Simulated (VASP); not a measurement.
# AlN (Amm2) in VASP: notebook

Runs on AlN. Level: PBEsol. Tasks: single point.

Everything below comes from runs of VASP 6.6.1. Logs are shortened: lines on timing, memory, paths and dates and some standing lists are left out, and cuts for length are marked.

## 1. The cell of the first run

It takes space group Amm2 (No. 38, orthorhombic). Conventional cell: a = 4.188 Å, b = 3.312 Å, c = 5.737 Å, α = 90.00°, β = 90.00°, γ = 90.00°. Within 2.5 Å of Al (site symmetry mm2) lie 5 N at 1.85 to 2.09 Å. Al (site symmetry mm2) has 5 N at 1.88 to 2.09 Å within 2.5 Å. N (site symmetry mm2) has 5 Al at 1.88 to 2.09 Å within 2.5 Å. N (site symmetry mm2) has 5 Al at 1.85 to 2.09 Å within 2.5 Å.

## 2. Single point, PBEsol

INCAR

```
SYSTEM = AlN
PREC = Accurate
ENCUT = 520
EDIFF = 1E-7
ISMEAR = 0
SIGMA = 0.05
LREAL = .False.
LASPH = .True.
NELM = 80
ALGO = Normal
ISIF = 2
LWAVE = .False.
LCHARG = .False.
GGA = PS
NBANDS = 16
```

KPOINTS

```
regular mesh
0
Gamma
  12 12 6
  0 0 0
```

POSCAR

```
AlN
1.0
    3.3121157418      0.0000000000      0.0000000000
   -1.6560578709      2.8683763727      0.0000000000
    0.0000000000      0.0000000000      4.1875630000
Al N
2 2
Direct
    0.3115440031      0.6557720016      0.7500000000
    0.6448773364      0.3224386682      0.2500000000
    0.3333333333      0.6666666667      0.2500000000
    0.6666666667      0.3333333333      0.7500000000
```

Potentials or basis: VASP PAW PBE potentials, release 64 (Al, N).

Launch:

```sh
> cat potpaw_PBE.64/Al/POTCAR potpaw_PBE.64/N/POTCAR > POTCAR
> mpirun -np 1 vasp_std > vasp.out
```

OUTCAR:

```text
SYSTEM = AlN
   PREC = Accurate
   ENCUT = 520
   EDIFF = 1E-7
   ISMEAR = 0
   LREAL = .False.
   LASPH = .True.
   NELM = 80
   ISIF = 2
   GGA = PS

 ion  position               nearest neighbor table
   1  0.312  0.656  0.750-   4 1.85   4 1.94   4 1.94   3 2.09   3 2.09   2 2.84   2 2.84   2 2.84
                             2 2.84   2 2.84   2 2.84
   2  0.645  0.322  0.250-   3 1.88   3 1.88   3 1.97   4 2.09   4 2.09   1 2.84   1 2.84   1 2.84
                             1 2.84   1 2.84   1 2.84
   3  0.333  0.667  0.250-   2 1.88   2 1.88   2 1.97   1 2.09   1 2.09
   4  0.667  0.333  0.750-   1 1.85   1 1.94   1 1.94   2 2.09   2 2.09

  LATTYP: Found a hexagonal cell.
 ALAT       =     3.3121157418
 C/A-ratio  =     1.2643166261

  Lattice vectors:

 A1 = (   3.3121157418,   0.0000000000,   0.0000000000)
 A2 = (  -1.6560578709,   2.8683763727,   0.0000000000)
 A3 = (   0.0000000000,   0.0000000000,   4.1875630000)

Analysis of symmetry for initial positions (statically):
=====================================================================
 Subroutine PRICEL returns:
 Original cell was already a primitive cell.

 Routine SETGRP: Setting up the symmetry group for a
 hexagonal supercell.

 Subroutine GETGRP returns: Found  4 space group operations
 (whereof  2 operations were pure point group operations)
 out of a pool of 24 trial point group operations.

The static configuration has the point symmetry C_1h.
 The point group associated with its full space group is C_2v.

Analysis of symmetry for dynamics (positions and initial velocities):
=====================================================================
 Subroutine PRICEL returns:
 Original cell was already a primitive cell.

 Routine SETGRP: Setting up the symmetry group for a
 hexagonal supercell.

 Subroutine GETGRP returns: Found  4 space group operations
 (whereof  2 operations were pure point group operations)
 out of a pool of 24 trial point group operations.

The dynamic configuration has the point symmetry C_1h.
 The point group associated with its full space group is C_2v.

 Subroutine INISYM returns: Found  4 space group operations
 (whereof  2 operations are pure point group operations),
 and found     1 'primitive' translations

----------------------------------------------------------------------------------------

                                     Primitive cell

  volume of cell :      39.7835

  direct lattice vectors                    reciprocal lattice vectors
     3.312115742  0.000000000  0.000000000     0.301921816  0.174314642  0.000000000
    -1.656057871  2.868376373  0.000000000     0.000000000  0.348629284  0.000000000
     0.000000000  0.000000000  4.187563000     0.000000000  0.000000000  0.238802377

  length of vectors
     3.312115742  3.312115742  4.187563000     0.348629284  0.348629284  0.238802377

  position of ions in fractional coordinates (direct lattice)
     0.311544003  0.655772002  0.750000000
     0.644877336  0.322438668  0.250000000
     0.333333333  0.666666667  0.250000000
     0.666666667  0.333333333  0.750000000

  ion indices of the primitive-cell ions
   primitive index   ion index
                 1           1
                 2           2
                 3           3
                 4           4

----------------------------------------------------------------------------------------

 KPOINTS: regular mesh

Automatic generation of k-mesh.
 Grid dimensions read from file:
 generate k-points for:   12   12    6

 Generating k-lattice:

  Cartesian coordinates                     Fractional coordinates (reciprocal lattice)
     0.025160151  0.014526220  0.000000000     0.083333333  0.000000000  0.000000000
     0.000000000  0.029052440  0.000000000     0.000000000  0.083333333  0.000000000
     0.000000000  0.000000000  0.039800396     0.000000000  0.000000000  0.166666667

  Length of vectors
     0.029052440  0.029052440  0.039800396

  Shift w.r.t. Gamma in fractional coordinates (k-lattice)
     0.000000000  0.000000000  0.000000000

 Subroutine IBZKPT returns following result:
 ===========================================

 Found    172 irreducible k-points:

 Following reciprocal coordinates:
            Coordinates               Weight
  0.000000  0.000000  0.000000      1.000000
  0.083333  0.000000  0.000000      2.000000
  0.000000  0.083333  0.000000      4.000000
  0.166667  0.000000  0.000000      2.000000
  0.000000  0.166667  0.000000      4.000000
  0.250000  0.000000  0.000000      2.000000
[... 16 lines left out ...]
 -0.083333  0.416667  0.000000      4.000000
 -0.416667  0.333333  0.000000      4.000000
 [... further k-points ...]
   k-points           NKPTS =    172   k-points in BZ     NKDIM =    172   number of bands    NBANDS=     16
   number of dos      NEDOS =    301   number of ions     NIONS =      4
   total plane-waves  NPLWV =  25088
   dimension x,y,z NGX =    28 NGY =   28 NGZ =   32
   dimension x,y,z NGXF=    56 NGYF=   56 NGZF=   64
   ions per type =               2   2
   NGX,Y,Z   is equivalent  to a cutoff of  14.05, 14.05, 12.70 a.u.
   NGXF,Y,Z  is equivalent  to a cutoff of  28.11, 28.11, 25.41 a.u.
 SYSTEM =  AlN
   PREC   = accura    normal or accurate (medium, high low for compatibility)
   ISTART =      0    job   : 0-new  1-cont  2-samecut
   ICHARG =      2    charge: 1-file 2-atom 10-const
   ISPIN  =      1    spin polarized calculation?
   LNONCOLLINEAR =      F non collinear calculations
   LSORBIT =      F    spin-orbit coupling
   LASPH  =      T    aspherical Exc in radial PAW
   ENCUT  =  520.0 eV  38.22 Ry    6.18 a.u.   6.16  6.16  7.79*2*pi/ulx,y,z
   NELM   =     80;   NELMIN=  2; NELMDL= -5     # of ELM steps
   EDIFF  = 0.1E-06   stopping-criterion for ELM
   LREAL  =      F    real-space projection
   EDIFFG = 0.1E-05   stopping-criterion for IOM
   NSW    =      0    number of steps for IOM
   IBRION =     -1    ionic relax: 0-MD 1-quasi-New 2-CG
   NFREE  =      0    steps in history (QN), initial steepest desc. (CG)
   ISIF   =      2    stress and relaxation
   ISYM   =      2    0-nonsym 1-usesym 2-fastsym
   POTIM  = 0.5000    time-step for ionic-motion
   TEBEG  =    0.0;   TEEND  =   0.0 temperature during run
   PSTRESS=    0.0 pullay stress
   NELECT =      16.0000    total number of electrons
   NUPDOWN=      -1.0000    fix difference up-down
   EMIN   =  10.00;   EMAX   =-10.00  energy-range for DOS
   EFERMI =   0.00;   METHOD = LEGACY
   ISMEAR =     0;   SIGMA  =   0.05  broadening in eV -4-tet -1-fermi 0-gaus
   EFERMI_NEDOS =   21; number of points for ismear=-14 and -15
   IALGO  =     38    algorithm
   IMIX   =      4    mixing-type and parameters
     AMIX     =   0.40;   BMIX     =  1.00
     AMIX_MAG =   1.60;   BMIX_MAG =  1.00
  volume/ion in A,a.u.               =       9.95        67.12
  Fermi-wavevector in a.u.,A,eV,Ry     =   1.208409  2.283561 19.867927  1.460251
  Thomas-Fermi vector in A             =   2.344017
   LORBIT       =      0    0 simple, 1 ext, 2 COOP (PROOUT), +10 PAW based schemes
   GGA     = PS    functional components
   LHFCALC =     F    Hartree Fock is set to
   AEXX    =    0.0000 exact exchange contribution
   IVDW    =     0    specifies the selected vdW correction
   LEPSILON=     F    determine dielectric tensor
   LRPA    =     F    only Hartree local field effects (RPA)
 non-spin polarized calculation
 Gauss-broadening in eV      SIGMA  =   0.05
  energy-cutoff  :      520.00
  volume of cell :       39.78
 maximum number of plane-waves:      1090
 NGX is ok and might be reduce to    28
   NGX = 13   NGY = 13   NGZ = 15

 number of electron      15.9999999 magnetization

 Free energy of the ion-electron system (eV)
  ---------------------------------------------------
  ext. energy  EPLUGINS =         0.00000000
  ---------------------------------------------------
  free energy    TOTEN  =       -30.87889044 eV

  energy without entropy =      -30.87889044  energy(sigma->0) =      -30.87889044

 E-fermi :   8.1086     XC(G=0): -11.3523

 val. band max:        7.8550177880   @ k =   0.0000   0.0000   0.0000
 cond. band min:      11.0348735909   @ k =   0.0000   0.0000   0.0000
 fundamental gap:      3.1798558029
 Fermi energy:         8.1085710011

 k-point     1 :       0.0000    0.0000    0.0000
  band No.  band energies     occupation
      1      -8.9077      2.00000
      2      -5.2389      2.00000
      3       0.9380      2.00000
      4       4.5626      2.00000
      5       4.5702      2.00000
      6       6.2486      2.00000
[... 8 lines left out ...]
     15      19.5170      0.00000
     16      19.6863      0.00000

 k-point     2 :       0.0833    0.0000    0.0000
  band No.  band energies     occupation
      1      -8.8280      2.00000
      2      -5.2355      2.00000
      3       1.0239      2.00000
      4       4.2740      2.00000
      5       4.4443      2.00000
      6       5.9440      2.00000
[... 8 lines left out ...]
     15      19.2095      0.00000
     16      19.3167      0.00000

 k-point     3 :       0.0000    0.0833    0.0000
  band No.  band energies     occupation
      1      -8.8280      2.00000
      2      -5.2354      2.00000
      3       1.0239      2.00000
      4       4.2602      2.00000
      5       4.4586      2.00000
      6       5.9447      2.00000
[... 8 lines left out ...]
     15      19.2408      0.00000
     16      19.3757      0.00000
[... 362 lines left out ...]
 k-point    23 :      -0.0833    0.4167    0.0000
  band No.  band energies     occupation
      1      -7.4653      2.00000
      2      -5.5803      2.00000
      3       1.6990      2.00000
      4       2.5649      2.00000
      5       3.2143      2.00000
      6       4.0087      2.00000
[... 8 lines left out ...]
     15      19.9349      0.00000
     16      20.6911      0.00000

 k-point    24 :      -0.4167    0.3333    0.0000
  band No.  band energies     occupation
      1      -7.4652      2.00000
      2      -5.5807      2.00000
      3       1.7011      2.00000
      4       2.5650      2.00000
      5       3.2126      2.00000
      6       4.0080      2.00000
[... 8 lines left out ...]
     15      19.9251      0.00000
     16      20.6895      0.00000

 [... further k-points ...]

------------------------ aborting loop because EDIFF is reached ----------------------------------------

  FORCE on cell =-STRESS in cart. coord.  units (eV):
  Direction    XX          YY          ZZ          XY          YZ          ZX
  --------------------------------------------------------------------------------------
  -------------------------------------------------------------------------------------
  Total       -0.5244682     -0.6242174     -1.0493744      0.0863853      0.0000000     -0.0000000
  in kB      -21.1215987    -25.1387376    -42.2608323      3.4789443      0.0000000     -0.0000000
  external PRESSURE =     -29.5070562 kB  Pullay stress =       0.0000000 kB

 VOLUME and BASIS-vectors are now :
 -----------------------------------------------------------------------------
  energy-cutoff  :      520.00
  volume of cell :       39.78
      direct lattice vectors                 reciprocal lattice vectors
     3.312115742  0.000000000  0.000000000     0.301921816  0.174314642  0.000000000
    -1.656057871  2.868376373  0.000000000     0.000000000  0.348629284  0.000000000
     0.000000000  0.000000000  4.187563000     0.000000000  0.000000000  0.238802377

 POSITION                                       TOTAL-FORCE (eV/Angst)
 -----------------------------------------------------------------------------------
     -0.05413      1.88100      3.14067         0.903483      0.521626      0.000000
      1.60193      0.92488      1.04689         0.734982      0.424342      0.000000
     -0.00000      1.91225      1.04689        -0.729457     -0.421152      0.000000
      1.65606      0.95613      3.14067        -0.909008     -0.524816      0.000000
 -----------------------------------------------------------------------------------
    total drift:                                0.000032      0.000019      0.000000

  FREE ENERGIE OF THE ION-ELECTRON SYSTEM (eV)
  ---------------------------------------------------
  free  energy   TOTEN  =       -30.8788904413 eV

  energy  without entropy=      -30.8788904413  energy(sigma->0) =      -30.87889044
```

Run time: 50 s. Hardware: 1 thread of AMD EPYC 9R45 (Zen 5), shared host; peak memory 0.19 GiB.

What came out:

| Property | Result |
| --- | --- |
| Free energy | -30.8789 eV |
| Pressure | -3.0 GPa |
| Largest force | 1.050 eV/Å |
| Band gap on the k mesh | 3.18 eV |

Forces on the atoms (eV/Å):
```
Al   0.903  0.522  0.000
Al   0.735  0.424  0.000
N   -0.729 -0.421  0.000
N   -0.909 -0.525  0.000
```

Stress tensor (GPa, compression positive):
```
-2.11  0.35  0.00
 0.35 -2.51  0.00
 0.00  0.00 -4.23
```

Caveat: the cell differs from its parent crystal (all Al atoms moved +0.062 Å, as atom 1 towards its neighbour atom 4 (N) at 1.912 Å); the PAW data sets were made with another functional, which shifts forces and pressure a little. A k mesh can miss the band edges.

## 3. Single point, PBEsol

INCAR

```
ALGO     = Normal         # electronic algorithm
EDIFF    = 1E-6           # SCF threshold, eV
ENCUT    = 520            # plane-wave cutoff, eV
GGA      = PS             # functional
ISIF     = 2              # what is computed and relaxed
ISMEAR   = 0              # smearing method
LASPH    = T              # aspherical terms in the spheres
LCHARG   = T              # write CHGCAR
LELF     = T              # ELF
LREAL    = F              # projectors in reciprocal space
LVHAR    = T            
LWAVE    = F              # write WAVECAR
NBANDS   = 16             # bands
NELM     = 80             # most SCF steps
PREC     = Accurate       # precision mode
SIGMA    = 0.05           # smearing width, eV
```

KPOINTS

```
k-points
0
Gamma
  12 12 6
```

POSCAR: that of step 2 with these lines changed.

```diff
@@ -8,4 +8,4 @@
 Direct
-    0.3115440031      0.6557720016      0.7500000000
-    0.6448773364      0.3224386682      0.2500000000
+    0.3202597352      0.6601298676      0.7500000000
+    0.6535930685      0.3267965343      0.2500000000
     0.3333333333      0.6666666667      0.2500000000
```

Potentials or basis: VASP PAW PBE potentials, release 64 (Al, N).

Launch:

```sh
> cat potpaw_PBE.64/Al/POTCAR potpaw_PBE.64/N/POTCAR > POTCAR
> mpirun -np 1 vasp_std > vasp.out
```

It took 48 s on 1 thread of AMD EPYC 9R45 (Zen 5), shared host; peak memory 0.19 GiB.

Results (log left out):

- Free energy: -30.9166 eV
- Pressure: -3.3 GPa
- Largest force: 0.601 eV/Å
- Band gap on the k mesh: 3.18 eV

Forces on the atoms (eV/Å):
```
Al   0.519  0.300  0.000
Al   0.459  0.265  0.000
N   -0.457 -0.264  0.000
N   -0.521 -0.301  0.000
```

Stress tensor (GPa, compression positive):
```
-2.83  0.12  0.00
 0.12 -2.97  0.00
 0.00  0.00 -4.16
```

Levels at points of the mesh, in eV from the valence-band top:
| k point | band 6 | band 7 | band 8 | band 9 | band 10 | band 11 |
| --- | --- | --- | --- | --- | --- | --- |
| (0.00, 0.00, 0.00) | -1.61 | -1.61 | 0.00 | 3.18 | 4.34 | 8.13 |
| (0.50, 0.00, 0.00) | -4.33 | -2.92 | -1.46 | 3.76 | 7.02 | 7.05 |
| (0.00, 0.50, 0.00) | -4.33 | -2.92 | -1.46 | 3.75 | 7.01 | 7.04 |
| (0.00, 0.00, 0.50) | -2.57 | -2.40 | -2.40 | 5.57 | 5.57 | 8.23 |
| (0.50, 0.00, 0.50) | -3.19 | -1.76 | -1.75 | 4.94 | 4.96 | 9.16 |
| (0.00, 0.50, 0.50) | -3.23 | -1.76 | -1.76 | 4.94 | 4.96 | 9.16 |

Caveat: the cell differs from its parent crystal (all Al atoms moved +0.037 Å, as atom 1 towards its neighbour atom 4 (N) at 1.912 Å); the cell stands under tension; the PAW data sets were made with another functional, which shifts forces and pressure a little. A k mesh can miss the band edges.

## 4. Single point, PBEsol

INCAR

```
PREC = Accurate
ENCUT = 520
EDIFF = 1E-7
ISMEAR = 0
SIGMA = 0.05
LREAL = F
LASPH = T
NELM = 100
ALGO = Normal
ISIF = 2
LWAVE = F
LCHARG = F
GGA = PS
NBANDS = 16
```

KPOINTS

```
Automatic mesh
0
Gamma
  12 12 6
```

POSCAR: that of step 3 with these lines changed.

```diff
@@ -8,4 +8,4 @@
 Direct
-    0.3202597352      0.6601298676      0.7500000000
-    0.6535930685      0.3267965343      0.2500000000
+    0.3289754673      0.6644877336      0.7500000000
+    0.6623088006      0.3311544003      0.2500000000
     0.3333333333      0.6666666667      0.2500000000
```

Launch:

```sh
> cat potpaw_PBE.64/Al/POTCAR potpaw_PBE.64/N/POTCAR > POTCAR
> mpirun -np 1 vasp_std > vasp.out
```

Run time: 49 s. Hardware: 1 thread of AMD EPYC 9R45 (Zen 5), shared host; peak memory 0.19 GiB.

It converged, with:

```
Free energy            : -30.9354 eV
Pressure               : -3.5 GPa
Largest force          : 0.192 eV/Å
Band gap on the k mesh : 3.19 eV
```

Forces in eV/Å, atoms in the order of the input:
```
Al   0.166  0.096  0.000
Al   0.159  0.092  0.000
N   -0.159 -0.092  0.000
N   -0.166 -0.096  0.000
```

Stress tensor (GPa, compression positive):
```
-3.19  0.01  0.00
 0.01 -3.20  0.00
 0.00  0.00 -4.13
```

Levels at points of the mesh, in eV from the valence-band top:
```csv
k point,band 6,band 7,band 8,band 9,band 10,band 11
"(0.00, 0.00, 0.00)",-1.62,-1.62,0.00,3.19,4.34,8.13
"(0.50, 0.00, 0.00)",-4.33,-2.92,-1.46,3.76,7.02,7.05
"(0.00, 0.50, 0.00)",-4.33,-2.92,-1.46,3.76,7.02,7.05
"(0.00, 0.00, 0.50)",-2.52,-2.46,-2.46,5.57,5.57,8.29
"(0.50, 0.00, 0.50)",-3.24,-1.76,-1.76,4.95,4.95,9.16
"(0.00, 0.50, 0.50)",-3.25,-1.76,-1.76,4.95,4.95,9.16
```

Caveat: the cell differs from its parent crystal (all Al atoms moved +0.013 Å, as atom 1 towards its neighbour atom 4 (N) at 1.912 Å); the cell stands under tension; the PAW data sets were made with another functional, which shifts forces and pressure a little. A k mesh can miss the band edges.

## 5. The runs side by side

| cell | gap on the mesh (eV) | pressure (GPa) | largest force (eV/Å) |
| --- | --- | --- | --- |
| as given, atomic positions A | 3.18 | -3.0 | 1.05 |
| as given, atomic positions B | 3.18 | -3.3 | 0.60 |
| as given, atomic positions C | 3.19 | -3.5 | 0.19 |

Alike in all rows: task single point; level PBEsol; potentials or basis VASP PAW PBE potentials, release 64 (Al, N); no spin polarisation; k mesh 12 × 12 × 6; cutoff (eV) 520; smearing gaussian 0.05 eV.

Caveats: the PAW data sets were made with another functional, which shifts forces and pressure a little; the cell stands under tension (at least some runs).

Absolute energies hang on the potentials; compare differences alone.
